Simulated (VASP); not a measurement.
# Ti11Al4Ni (P1) in VASP: single point with PBE

Aim: the single point of Ti11Al4Ni with PBE.

Everything below comes from runs of VASP 6.6.1. Logs are shortened: lines on timing, memory, paths and dates and some standing lists are left out, and cuts for length are marked.

## 1. The cell of the first run

The typed cell holds 16 atoms: a = 6.456 Å, b = 6.353 Å, c = 6.366 Å, α = 90.72°, β = 90.23°, γ = 89.78°.

## 2. Single point, PBE, collinear spin, ferromagnetic start

File INCAR:

```
SYSTEM = Ti11Al4Ni
ALGO = Normal ; EDIFF = 1E-7
ENCUT = 520 ; GGA = PE
ISIF = 2 ; ISMEAR = 0
ISPIN = 2 ; ISYM = 0
LASPH = .TRUE. ; LCHARG = .FALSE.
LMAXMIX = 4 ; LORBIT = 11
LREAL = Auto ; LWAVE = .FALSE.
MAGMOM = 0 0 0 0 0 0 0 0 0 0 0 0 0 0 0 2 ; NBANDS = 95
NELM = 150 ; PREC = Accurate
SIGMA = 0.1
```

File KPOINTS:

```
Automatic mesh
0
Gamma
  2 2 2
  0.5 0.5 0.5
```

File POSCAR:

```
Ti11Al4Ni
1.0
    6.4562966061      0.0124016364     -0.0130201457
    0.0124016364      6.3528491710     -0.0397256287
   -0.0130201457     -0.0397256287      6.3658955790
Al Ti Ni
4 11 1
Direct
    0.2571048734      0.2433796820      0.2224476783
    0.7415397285      0.2224314991      0.2444727137
    0.2410126076      0.2518488777      0.7731348018
    0.7566446919      0.7717674289      0.2533316196
    0.4996801349     -0.0182575210     -0.0176849483
   -0.0233102449      0.4933987514      1.0181167701
    0.0218057255      1.0170312005      0.4936743125
    0.5104249357      0.5105248425     -0.0059459523
    0.4878824528      0.9941521089      0.5114610162
    1.0000162911      0.4921681006      0.4928809159
    0.2329550243      0.7531402594      0.2334861776
    0.4987064004      0.5070824585      0.5082219868
    0.7659837543      0.2334664990      0.7535608798
    0.2231654045      0.7536863044      0.7620537030
    0.7750242803      0.7607255828      0.7536295397
   -0.0008331747     -0.0006838519      1.0003273798
```

Potentials or basis: VASP PAW PBE potentials, release 64 (Al, Ti_sv, Ni).

Started as:

```console
> cat potpaw_PBE.64/Al/POTCAR potpaw_PBE.64/Ti_sv/POTCAR potpaw_PBE.64/Ni/POTCAR > POTCAR
> mpirun -np 1 vasp_std > vasp.out
```

OUTCAR:

```text
SYSTEM = Ti11Al4Ni
   EDIFF = 1E-7
   ENCUT = 520
   GGA = PE
   ISIF = 2
   ISMEAR = 0
   ISPIN = 2
   ISYM = 0
   LASPH = .TRUE.
   LORBIT = 11
   LREAL = Auto
   NELM = 150
   PREC = Accurate

 ion  position               nearest neighbor table
   1  0.257  0.243  0.222-  16 2.67   7 2.73   5 2.74   6 2.74   8 2.79   9 2.85  10 2.86   3 2.86
                            12 2.91  11 3.12   2 3.13   2 3.34
   2  0.742  0.222  0.244-  16 2.67   6 2.73   5 2.74   7 2.74   9 2.79   8 2.85  10 2.86   4 2.87
                            12 2.91  13 3.13   1 3.13   1 3.34
   3  0.241  0.252  0.773-  16 2.68   7 2.71   5 2.74   6 2.76   8 2.77   9 2.82  10 2.82   1 2.86
                            12 2.89  13 3.07
   4  0.757  0.772  0.253-  16 2.69   6 2.71   5 2.74   7 2.76   9 2.77   8 2.82  10 2.82   2 2.87
                            12 2.89  11 3.08
   5  0.500  0.982  0.982-  14 2.68  15 2.68   1 2.74   2 2.74   3 2.74   4 2.74  11 2.78  13 2.78

   6  0.977  0.493  0.018-  11 2.70   4 2.71  13 2.71   2 2.73  15 2.73   1 2.74   3 2.76  14 2.83

   7  0.022  0.017  0.494-  13 2.70   3 2.71  11 2.71  14 2.73   1 2.73   2 2.74   4 2.76  15 2.84

   8  0.510  0.511  0.994-   3 2.77   1 2.79  11 2.80  15 2.81   4 2.82  14 2.83  13 2.85   2 2.85

   9  0.488  0.994  0.511-   4 2.77   2 2.79  13 2.80  14 2.81   3 2.82  15 2.83  11 2.85   1 2.85

  10  0.000  0.492  0.493-  14 2.77  15 2.78  11 2.80  13 2.80   3 2.82   4 2.82   1 2.86   2 2.86

  11  0.233  0.753  0.233-  16 2.64   6 2.70   7 2.71   5 2.78  10 2.80   8 2.80   9 2.85  12 2.91
                             4 3.08   1 3.12
  12  0.499  0.507  0.508-  15 2.86  14 2.86   4 2.89   3 2.89  13 2.91  11 2.91   1 2.91   2 2.91

  13  0.766  0.233  0.754-  16 2.64   7 2.70   6 2.71   5 2.78  10 2.80   9 2.80   8 2.85  12 2.91
                             3 3.07   2 3.13
  14  0.223  0.754  0.762-  16 2.60   5 2.68   7 2.73  10 2.77   9 2.81   8 2.83   6 2.83  12 2.86
                            15 2.89
  15  0.775  0.761  0.754-  16 2.61   5 2.68   6 2.73  10 2.78   8 2.81   9 2.83   7 2.84  12 2.86
                            14 2.89
  16  0.999  0.999  0.000-  14 2.60  15 2.61  11 2.64  13 2.64   1 2.67   2 2.67   3 2.68   4 2.69

IMPORTANT INFORMATION: All symmetrisations will be switched off!
NOSYMM: (Re-)initialisation of all symmetry stuff for point group C_1.

----------------------------------------------------------------------------------------

                                     Primitive cell

  volume of cell :     261.0906

  direct lattice vectors                    reciprocal lattice vectors
     6.456296606  0.012401636 -0.013020146     0.154888768 -0.000300395  0.000314919
     0.012401636  6.352849171 -0.039725629    -0.000300395  0.157416412  0.000981724
    -0.013020146 -0.039725629  6.365895579     0.000314919  0.000981724  0.157093859

  length of vectors
     6.456321646  6.352985481  6.366032844     0.154889379  0.157419760  0.157097242

  position of ions in fractional coordinates (direct lattice)
     0.257104873  0.243379682  0.222447678
     0.741539729  0.222431499  0.244472714
     0.241012608  0.251848878  0.773134802
     0.756644692  0.771767429  0.253331620
     0.499680135  0.981742479  0.982315052
     0.976689755  0.493398751  0.018116770
[... 8 lines left out ...]
     0.775024280  0.760725583  0.753629540
     0.999166825  0.999316148  0.000327380

  ion indices of the primitive-cell ions
   primitive index   ion index
                 1           1
                 2           2
                 3           3
                 4           4
                 5           5
                 6           6
[... 8 lines left out ...]
                15          15
                16          16

----------------------------------------------------------------------------------------

 KPOINTS: Automatic mesh

Automatic generation of k-mesh.
 Grid dimensions read from file:
 generate k-points for:    2    2    2

 Generating k-lattice:

  Cartesian coordinates                     Fractional coordinates (reciprocal lattice)
     0.077444384 -0.000150197  0.000157459     0.500000000  0.000000000 -0.000000000
    -0.000150197  0.078708206  0.000490862    -0.000000000  0.500000000  0.000000000
     0.000157459  0.000490862  0.078546929    -0.000000000 -0.000000000  0.500000000

  Length of vectors
     0.077444690  0.078709880  0.078548621

  Shift w.r.t. Gamma in fractional coordinates (k-lattice)
     0.500000000  0.500000000  0.500000000

 Subroutine IBZKPT returns following result:
 ===========================================

 Found      4 irreducible k-points:

 Following reciprocal coordinates:
            Coordinates               Weight
  0.250000  0.250000  0.250000      2.000000
 -0.250000  0.250000  0.250000      2.000000
  0.250000 -0.250000  0.250000      2.000000
 -0.250000 -0.250000  0.250000      2.000000
   k-points           NKPTS =      4   k-points in BZ     NKDIM =      4   number of bands    NBANDS=     95
   number of dos      NEDOS =    301   number of ions     NIONS =     16
   total plane-waves  NPLWV = 110592
   dimension x,y,z NGX =    48 NGY =   48 NGZ =   48
   dimension x,y,z NGXF=    96 NGYF=   96 NGZF=   96
   ions per type =               4  11   1
   NGX,Y,Z   is equivalent  to a cutoff of  12.36, 12.56, 12.53 a.u.
   NGXF,Y,Z  is equivalent  to a cutoff of  24.72, 25.12, 25.07 a.u.
 SYSTEM =  Ti11Al4Ni
   PREC   = accura    normal or accurate (medium, high low for compatibility)
   ISTART =      0    job   : 0-new  1-cont  2-samecut
   ICHARG =      2    charge: 1-file 2-atom 10-const
   ISPIN  =      2    spin polarized calculation?
   LNONCOLLINEAR =      F non collinear calculations
   LSORBIT =      F    spin-orbit coupling
   LASPH  =      T    aspherical Exc in radial PAW
   ENCUT  =  520.0 eV  38.22 Ry    6.18 a.u.  12.00 11.81 11.84*2*pi/ulx,y,z
   NELM   =    150;   NELMIN=  2; NELMDL= -5     # of ELM steps
   EDIFF  = 0.1E-06   stopping-criterion for ELM
   LREAL  =      T    real-space projection
   EDIFFG = 0.1E-05   stopping-criterion for IOM
   NSW    =      0    number of steps for IOM
   IBRION =     -1    ionic relax: 0-MD 1-quasi-New 2-CG
   NFREE  =      0    steps in history (QN), initial steepest desc. (CG)
   ISIF   =      2    stress and relaxation
   ISYM   =      0    0-nonsym 1-usesym 2-fastsym
   POTIM  = 0.5000    time-step for ionic-motion
   TEBEG  =    0.0;   TEEND  =   0.0 temperature during run
   PSTRESS=    0.0 pullay stress
   NELECT =     154.0000    total number of electrons
   NUPDOWN=      -1.0000    fix difference up-down
   EMIN   =  10.00;   EMAX   =-10.00  energy-range for DOS
   EFERMI =   0.00;   METHOD = LEGACY
   ISMEAR =     0;   SIGMA  =   0.10  broadening in eV -4-tet -1-fermi 0-gaus
   EFERMI_NEDOS =   21; number of points for ismear=-14 and -15
   IALGO  =     38    algorithm
   IMIX   =      4    mixing-type and parameters
     AMIX     =   0.40;   BMIX     =  1.00
     AMIX_MAG =   1.60;   BMIX_MAG =  1.00
  volume/ion in A,a.u.               =      16.32       110.12
  Fermi-wavevector in a.u.,A,eV,Ry     =   1.372939  2.594479 25.646470  1.884962
  Thomas-Fermi vector in A             =   2.498501
   LORBIT       =     11    0 simple, 1 ext, 2 COOP (PROOUT), +10 PAW based schemes
   GGA     = PE    functional components
   LHFCALC =     F    Hartree Fock is set to
   AEXX    =    0.0000 exact exchange contribution
   IVDW    =     0    specifies the selected vdW correction
   LEPSILON=     F    determine dielectric tensor
   LRPA    =     F    only Hartree local field effects (RPA)
 spin polarized calculation
 Gauss-broadening in eV      SIGMA  =   0.10
  energy-cutoff  :      520.00
  volume of cell :      261.09
 maximum number of plane-waves:      7037
   NGX = 25   NGY = 23   NGZ = 23

 number of electron     153.9999997 magnetization      -0.0419813

 number of electron     153.9999997 magnetization       0.0011695

 Free energy of the ion-electron system (eV)
  ---------------------------------------------------
  ext. energy  EPLUGINS =         0.00000000
  ---------------------------------------------------
  free energy    TOTEN  =      -109.99278554 eV

  energy without entropy =     -109.92944064  energy(sigma->0) =     -109.96111309

 E-fermi :   8.2803     XC(G=0): -11.3651

 val. band max:        8.2268192179   @ k =  -0.2500   0.2500   0.2500
 cond. band min:       8.2824812916   @ k =  -0.2500  -0.2500   0.2500
 fundamental gap:      0.0556620737
 Fermi energy:         8.2802712481

 spin component 1

 k-point     1 :       0.2500    0.2500    0.2500
  band No.  band energies     occupation
      1     -48.5492      1.00000
      2     -48.3421      1.00000
      3     -48.3271      1.00000
      4     -48.3192      1.00000
      5     -48.2805      1.00000
      6     -48.2512      1.00000
[... 81 lines left out ...]
     88       9.3904      0.00000
     89       9.5118      0.00000

 k-point     2 :      -0.2500    0.2500    0.2500
  band No.  band energies     occupation
      1     -48.5492      1.00000
      2     -48.3423      1.00000
      3     -48.3263      1.00000
      4     -48.3199      1.00000
      5     -48.2805      1.00000
      6     -48.2520      1.00000
[... 81 lines left out ...]
     88       9.3901      0.00000
     89       9.5138      0.00000

 k-point     3 :       0.2500   -0.2500    0.2500
  band No.  band energies     occupation
      1     -48.5491      1.00000
      2     -48.3458      1.00000
      3     -48.3237      1.00000
      4     -48.3180      1.00000
      5     -48.2822      1.00000
      6     -48.2547      1.00000
[... 81 lines left out ...]
     88       9.3778      0.00000
     89       9.4652      0.00000

 k-point     4 :      -0.2500   -0.2500    0.2500
  band No.  band energies     occupation
      1     -48.5492      1.00000
      2     -48.3399      1.00000
      3     -48.3301      1.00000
      4     -48.3184      1.00000
      5     -48.2805      1.00000
      6     -48.2600      1.00000
[... 81 lines left out ...]
     88       9.4244      0.00000
     89       9.4543      0.00000
 Fermi energy:         8.2802712481

 spin component 2

 k-point     1 :       0.2500    0.2500    0.2500
  band No.  band energies     occupation
      1     -48.5493      1.00000
      2     -48.3422      1.00000
      3     -48.3272      1.00000
      4     -48.3194      1.00000
      5     -48.2803      1.00000
      6     -48.2510      1.00000
[... 81 lines left out ...]
     88       9.3905      0.00000
     89       9.5117      0.00000

 k-point     2 :      -0.2500    0.2500    0.2500
  band No.  band energies     occupation
      1     -48.5493      1.00000
      2     -48.3424      1.00000
      3     -48.3265      1.00000
      4     -48.3200      1.00000
      5     -48.2803      1.00000
      6     -48.2518      1.00000
[... 81 lines left out ...]
     88       9.3902      0.00000
     89       9.5138      0.00000

 k-point     3 :       0.2500   -0.2500    0.2500
  band No.  band energies     occupation
      1     -48.5493      1.00000
      2     -48.3459      1.00000
      3     -48.3239      1.00000
      4     -48.3182      1.00000
      5     -48.2820      1.00000
      6     -48.2544      1.00000
[... 81 lines left out ...]
     88       9.3778      0.00000
     89       9.4653      0.00000

 k-point     4 :      -0.2500   -0.2500    0.2500
  band No.  band energies     occupation
      1     -48.5493      1.00000
      2     -48.3400      1.00000
      3     -48.3302      1.00000
      4     -48.3185      1.00000
      5     -48.2803      1.00000
      6     -48.2598      1.00000
[... 81 lines left out ...]
     88       9.4244      0.00000
     89       9.4544      0.00000
 [bands above 89 left out]

------------------------ aborting loop because EDIFF is reached ----------------------------------------

  FORCE on cell =-STRESS in cart. coord.  units (eV):
  Direction    XX          YY          ZZ          XY          YZ          ZX
  --------------------------------------------------------------------------------------
  -------------------------------------------------------------------------------------
  Total       -0.1875587     -0.1552678     -0.1224682     -0.0691641      0.0700363      0.0390291
  in kB       -1.1509502     -0.9527979     -0.7515238     -0.4244244      0.4297762      0.2395012
  external PRESSURE =      -0.9517573 kB  Pullay stress =       0.0000000 kB

 VOLUME and BASIS-vectors are now :
 -----------------------------------------------------------------------------
  energy-cutoff  :      520.00
  volume of cell :      261.09
      direct lattice vectors                 reciprocal lattice vectors
     6.456296606  0.012401636 -0.013020146     0.154888768 -0.000300395  0.000314919
     0.012401636  6.352849171 -0.039725629    -0.000300395  0.157416412  0.000981724
    -0.013020146 -0.039725629  6.365895579     0.000314919  0.000981724  0.157093859

 POSITION                                       TOTAL-FORCE (eV/Angst)
 -----------------------------------------------------------------------------------
      1.66007      1.54051      1.40306        -0.005280      0.001045      0.022454
      4.78718      1.41256      1.53780         0.003770      0.021904     -0.001295
      1.54911      1.57223      4.90855         0.001100     -0.002587     -0.007089
      4.89140      4.90224      1.57217        -0.000542     -0.009397     -0.006648
      3.22547      6.20404      6.20781         0.001518     -0.016351     -0.003935
      6.31168      3.14588      0.08301        -0.001339     -0.006536     -0.001069
[... 8 lines left out ...]
      5.00341      4.81245      4.75722        -0.028662     -0.006433     -0.001204
      6.46331      6.36088     -0.05062        -0.001734      0.004347      0.004518
 -----------------------------------------------------------------------------------
    total drift:                               -0.020256     -0.003841     -0.015464

  FREE ENERGIE OF THE ION-ELECTRON SYSTEM (eV)
  ---------------------------------------------------
  free  energy   TOTEN  =      -109.9927855386 eV

  energy  without entropy=     -109.9294406446  energy(sigma->0) =     -109.96111309

 total charge

# of ion       s       p       d       tot
------------------------------------------
    1        0.422   0.400   0.000   0.823
    2        0.422   0.400   0.000   0.822
    3        0.416   0.407   0.000   0.822
    4        0.416   0.406   0.000   0.822
    5        2.230   6.125   1.959  10.315
    6        2.225   6.121   1.971  10.317
[... 8 lines left out ...]
   15        2.251   6.134   1.917  10.301
   16        0.483   0.463   8.292   9.238
--------------------------------------------------
tot         26.690  69.466  29.366 125.522

 magnetization (x)

# of ion       s       p       d       tot
------------------------------------------
    1        0.000   0.000   0.000   0.000
    2       -0.000  -0.000   0.000  -0.000
    3       -0.000  -0.000   0.000  -0.000
    4        0.000   0.000   0.000   0.000
    5        0.000   0.000   0.000   0.000
    6        0.000   0.000   0.000   0.000
[... 8 lines left out ...]
   15       -0.000  -0.000  -0.000  -0.000
   16       -0.000  -0.000   0.000   0.000
--------------------------------------------------
tot          0.000   0.000   0.001   0.001
```

Run time: 17 min. Hardware: 1 thread of AMD EPYC 9755, shared host; peak memory 0.43 GiB.

What came out:

- Free energy: -109.9928 eV
- Pressure: -0.1 GPa
- Largest force: 0.029 eV/Å
- Band gap on the k mesh: 0.06 eV, indirect (least direct gap 0.07 eV)
- Net moment: 0.00 μB per cell
- Valence electrons inside the program's atomic spheres: Al 0.82; Ti 10.31, 10.32, 10.24, 10.28, 10.17, 10.30; Ni 9.24

Forces on the atoms (eV/Å):
```
Al  -0.005  0.001  0.022
Al   0.004  0.022 -0.001
Al   0.001 -0.003 -0.007
Al  -0.001 -0.009 -0.007
Ti   0.002 -0.016 -0.004
Ti  -0.001 -0.007 -0.001
Ti  -0.004  0.004 -0.014
Ti   0.015 -0.006 -0.008
Ti  -0.007 -0.009 -0.007
Ti  -0.001  0.014  0.005
Ti   0.026 -0.002  0.009
Ti   0.007  0.010  0.010
Ti  -0.016  0.010 -0.004
Ti   0.012 -0.008  0.002
Ti  -0.029 -0.006 -0.001
Ni  -0.002  0.004  0.005
```

Caveat: the starting moments collapsed, and a magnetic state may lie lower. A k mesh can miss the band edges.
